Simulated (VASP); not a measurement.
# BAs in VASP: notebook, part 2 of 2

VASP 6.6.1. The steps go on from the part before.

## Step 4: Electric field gradients, PBE (x and y stretched by -1 %, z held)

INCAR

```
PREC = Accurate
ENCUT = 520
EDIFF = 1E-8
ISMEAR = -1
SIGMA = 0.03
LREAL = F
LASPH = T
NELM = 60
ALGO = Normal
ISIF = 2
LWAVE = F
LCHARG = F
GGA = PE
LEFG = T
NBANDS = 11
```

KPOINTS

```
regular mesh
0
Gamma
  15 15 15
```

POSCAR

```
BAs
1.0
    0.0000000000      2.3646150000      2.3885000000
    2.3646150000      0.0000000000      2.3885000000
    2.3646150000      2.3646150000      0.0000000000
B As
1 1
Direct
    0.0000000000      0.0000000000      0.0000000000
    0.7500000000      0.7500000000      0.7500000000
```

Potentials or basis: VASP PAW PBE potentials, release 64 (B, As).

On the command line:

```bash
> cat potpaw_PBE.64/B/POTCAR potpaw_PBE.64/As/POTCAR > POTCAR
> mpirun -np 1 vasp_std > vasp.out
```

OUTCAR:

```text
PREC = Accurate
   ENCUT = 520
   EDIFF = 1E-8
   ISMEAR = -1
   LREAL = F
   LASPH = T
   NELM = 60
   ISIF = 2
   GGA = PE

 ion  position               nearest neighbor table
   1  0.000  0.000  0.000-   2 2.05   2 2.05   2 2.05   2 2.05
   2  0.750  0.750  0.750-   1 2.05   1 2.05   1 2.05   1 2.05

  LATTYP: Found a body centered tetragonal cell.
 ALAT       =     3.3440706028
 C/A-ratio  =     1.4284985479

  Lattice vectors:

 A1 = (  -2.3646150000,   0.0000000000,   2.3885000000)
 A2 = (   2.3646150000,   0.0000000000,   2.3885000000)
 A3 = (   0.0000000000,   2.3646150000,  -2.3885000000)

Analysis of symmetry for initial positions (statically):
=====================================================================
 Subroutine PRICEL returns:
 Original cell was already a primitive cell.

 Routine SETGRP: Setting up the symmetry group for a
 body centered tetragonal supercell.

[... 525 lines left out ...]
      direct lattice vectors                 reciprocal lattice vectors
     0.000000000  2.364615000  2.388500000    -0.211450913  0.211450913  0.209336404
     2.364615000  0.000000000  2.388500000     0.211450913 -0.211450913  0.209336404
     2.364615000  2.364615000  0.000000000     0.211450913  0.211450913 -0.209336404

 POSITION                                       TOTAL-FORCE (eV/Angst)
 -----------------------------------------------------------------------------------
      0.00000      0.00000      0.00000         0.000000      0.000000      0.000000
      3.54692      3.54692      3.58275        -0.000000     -0.000000     -0.000000
 -----------------------------------------------------------------------------------
    total drift:                                0.000000      0.000000      0.000000

  FREE ENERGIE OF THE ION-ELECTRON SYSTEM (eV)
  ---------------------------------------------------
  free  energy   TOTEN  =       -11.3887854554 eV

  energy  without entropy=      -11.3887854554  energy(sigma->0) =      -11.38878546

 Electric field gradients (V/A^2)
---------------------------------------------------------------------
 ion       V_xx      V_yy      V_zz      V_xy      V_xz      V_yz
---------------------------------------------------------------------
   1      -0.041    -0.041     0.082    -0.000    -0.000    -0.000
   2      -0.629    -0.629     1.259     0.000     0.000     0.000
---------------------------------------------------------------------

 Electric field gradients after diagonalization (V/A^2)
 (convention: |V_zz| > |V_xx| > |V_yy|)
----------------------------------------------------------------------
 ion       V_xx      V_yy      V_zz     asymmetry (V_yy - V_xx)/ V_zz
----------------------------------------------------------------------
   1      -0.041    -0.041     0.082       0.000
   2      -0.630    -0.629     1.259       0.000
----------------------------------------------------------------------

           NMR quadrupolar parameters

 Cq : quadrupolar parameter    Cq=e*Q*V_zz/h
 eta: asymmetry parameters     (V_yy - V_xx)/ V_zz
 Q  : nuclear electric quadrupole moment in mb (millibarn)
----------------------------------------------------------------------
 ion       Cq(MHz)       eta       Q (mb)
----------------------------------------------------------------------
   1       0.000       0.000       1.000
   2       0.003       0.000       1.000
----------------------------------------------------------------------
```

Wall time 40 s (1 thread of Intel Xeon 6975P-C (Granite Rapids), shared host); peak memory 0.22 GiB.

What came out:

| Quantity | Value |
| --- | --- |
| Free energy | -11.3888 eV |
| Pressure | 6.5 GPa |
| Band gap on the k mesh | 1.08 eV, indirect (least direct gap 3.25 eV) |

Stress tensor (GPa, compression positive):
```
7.20 0.00 0.00
0.00 7.20 0.00
0.00 0.00 5.06
```

Electric field gradients, principal values (V/Å²):
| atom | least | middle | greatest (by size) |
| --- | --- | --- | --- |
| 1 B | -0.041 | -0.041 | 0.082 |
| 2 As | -0.629 | -0.630 | 1.259 |

Caveat: the cell differs from its parent crystal (x and y stretched by -1 %, z held); without QUAD_EFG the Cq values of the log hold for a quadrupole moment of 1 mb, not for the nuclei. A k mesh can miss the band edges.

## Step 5: Electric field gradients, PBE (x and y stretched by +2 %, z held)

INCAR

```
SYSTEM = BAs
PREC = Accurate
ENCUT = 520
EDIFF = 1E-8
ISMEAR = -1
SIGMA = 0.03
LREAL = .False.
LASPH = .True.
NELM = 60
ALGO = Normal
ISIF = 2
LWAVE = .False.
LCHARG = .False.
GGA = PE
LEFG = .True.
NBANDS = 11
```

KPOINTS

```
regular mesh
0
Gamma
  15 15 15
  0 0 0
```

POSCAR

```
BAs
1.0
    0.0000000000      2.4362700000      2.3885000000
    2.4362700000      0.0000000000      2.3885000000
    2.4362700000      2.4362700000      0.0000000000
B As
1 1
Direct
    0.0000000000      0.0000000000      0.0000000000
    0.7500000000      0.7500000000      0.7500000000
```

Potentials or basis: VASP PAW PBE potentials, release 64 (B, As).

On the command line:

```bash
> cat potpaw_PBE.64/B/POTCAR potpaw_PBE.64/As/POTCAR > POTCAR
> mpirun -np 1 vasp_std > vasp.out
```

OUTCAR:

```text
SYSTEM = BAs
   PREC = Accurate
   ENCUT = 520
   EDIFF = 1E-8
   ISMEAR = -1
   LREAL = .False.
   LASPH = .True.
   NELM = 60
   ISIF = 2
   GGA = PE

 ion  position               nearest neighbor table
   1  0.000  0.000  0.000-   2 2.10   2 2.10   2 2.10   2 2.10
   2  0.750  0.750  0.750-   1 2.10   1 2.10   1 2.10   1 2.10

  LATTYP: Found a body centered tetragonal cell.
 ALAT       =     3.4454060756
 C/A-ratio  =     1.3864838847

  Lattice vectors:

 A1 = (   0.0000000000,  -2.4362700000,  -2.3885000000)
[... 550 lines left out ...]
  free  energy   TOTEN  =       -11.4071222876 eV

  energy  without entropy=      -11.4071222875  energy(sigma->0) =      -11.40712229

 Electric field gradients (V/A^2)
---------------------------------------------------------------------
 ion       V_xx      V_yy      V_zz      V_xy      V_xz      V_yz
---------------------------------------------------------------------
   1       0.041     0.041    -0.083    -0.000    -0.000    -0.000
   2       1.173     1.173    -2.347     0.000     0.000     0.000
---------------------------------------------------------------------

 Electric field gradients after diagonalization (V/A^2)
 (convention: |V_zz| > |V_xx| > |V_yy|)
----------------------------------------------------------------------
 ion       V_xx      V_yy      V_zz     asymmetry (V_yy - V_xx)/ V_zz
----------------------------------------------------------------------
   1       0.041     0.041    -0.083       0.000
   2       1.173     1.173    -2.347       0.000
----------------------------------------------------------------------

           NMR quadrupolar parameters

 Cq : quadrupolar parameter    Cq=e*Q*V_zz/h
 eta: asymmetry parameters     (V_yy - V_xx)/ V_zz
 Q  : nuclear electric quadrupole moment in mb (millibarn)
----------------------------------------------------------------------
 ion       Cq(MHz)       eta       Q (mb)
----------------------------------------------------------------------
   1      -0.000       0.000       1.000
   2      -0.006       0.000       1.000
----------------------------------------------------------------------
```

stdout:

```text
POSCAR found type information on POSCAR B As
 POSCAR found :  2 types and       2 ions
 scaLAPACK will be used
 LDA part: xc-table for (Slater+PW92), standard interpolation
 POSCAR, INCAR and KPOINTS ok, starting setup
 FFT: planning ... GRIDC
 FFT: planning ... GRID_SOFT
 FFT: planning ... GRID
 WAVECAR not read
 entering main loop
ion   1

ion   2
```

Run time: 43 s. Hardware: 1 thread of Intel Xeon 6975P-C (Granite Rapids), shared host; peak memory 0.23 GiB.

Results:

| Property | Result |
| --- | --- |
| Free energy | -11.4071 eV |
| Pressure | -1.9 GPa |
| Band gap on the k mesh | 0.93 eV, indirect (least direct gap 3.02 eV) |

Electric field gradients, principal values (V/Å²):
```tsv
atom	least	middle	greatest (by size)
1 B	0.041	0.041	-0.083
2 As	1.173	1.173	-2.347
```

Caveat: the cell differs from its parent crystal (x and y stretched by +2 %, z held); without QUAD_EFG the Cq values of the log hold for a quadrupole moment of 1 mb, not for the nuclei.

## Step 6: Overview

| task | cell | k mesh for the DOS | occupations for the DOS | gap on the mesh (eV) | pressure (GPa) |
| --- | --- | --- | --- | --- | --- |
| electric field gradients | a = 3.444 Å, angles 60.0°, 2 atoms | - | - | 1.23 | -4.1 |
| density of states | a = 3.378 Å, angles 60.0°, 2 atoms | 23 × 23 × 23 | tetrahedron | - | - |
| electric field gradients | a = 3.361, b = 3.361, c = 3.344 Å, angles 60.2, 60.2, 59.7°, 2 atoms | - | - | 1.08 | 6.5 |
| electric field gradients | a = 3.412, b = 3.412, c = 3.445 Å, angles 59.7, 59.7, 60.7°, 2 atoms | - | - | 0.93 | -1.9 |

Alike in all rows: level PBE; potentials or basis VASP PAW PBE potentials, release 64 (B, As); no spin polarisation; k mesh 15 × 15 × 15; cutoff (eV) 520; smearing fermi-dirac 0.03 eV.

Absolute energies hang on the potentials; compare differences alone.
